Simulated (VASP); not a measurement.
Crystal: CdS (Greenockite).

```
Cd S
1.0
     4.15000    0.00000    0.00000
    -2.07500    3.59401    0.00000
     0.00000    0.00000    6.73700
Cd S
2 2
Cartesian
  2.0750 1.1980 3.3685
  0.0000 2.3960 0.0000
  2.0750 1.1980 5.8949
  0.0000 2.3960 2.5264
```

Program: VASP 6.6.1. Alike in all runs: task single point; cell as given; cutoff (eV) 520.

**Question.** Order these runs on this cell by their pressure, lowest first.
A. level LDA; potentials or basis VASP PAW LDA potentials, release 64 (Cd, S); spin off; k mesh 7 × 7 × 4; smearing fermi-dirac 0.05 eV
B. level PBE exchange alone; potentials or basis VASP PAW PBE potentials, release 64 (Cd, S); spin off; k mesh 7 × 7 × 4; smearing fermi-dirac 0.05 eV
C. level PBE; potentials or basis VASP PAW PBE potentials, release 64 (Cd, S); spin collinear; fixed moment (μB) 1.0; k mesh 7 × 7 × 4; smearing tetrahedron
D. level PBE; potentials or basis VASP PAW PBE potentials, release 64 (Cd, S); spin off; k mesh 7 × 7 × 4; smearing fermi-dirac 0.05 eV
E. level PBEsol-based screened hybrid; potentials or basis VASP PAW PBE potentials, release 64 (Cd, S); spin off; k mesh 4 × 4 × 2; smearing fermi-dirac 0.05 eV; grid for exact exchange (PRECFOCK) Normal; share of exact exchange 0.25; screening parameter 0.207 1/Å

**Answer.** A (-2.7 GPa), E (-0.9 GPa), D (2.4 GPa), C (4.8 GPa), B (11.0 GPa).

Caveats: some runs use coarse meshes; the PAW data sets were made with another functional, which shifts forces and pressure a little (some runs); the total moment is fixed, so each spin has its own Fermi level (some runs).
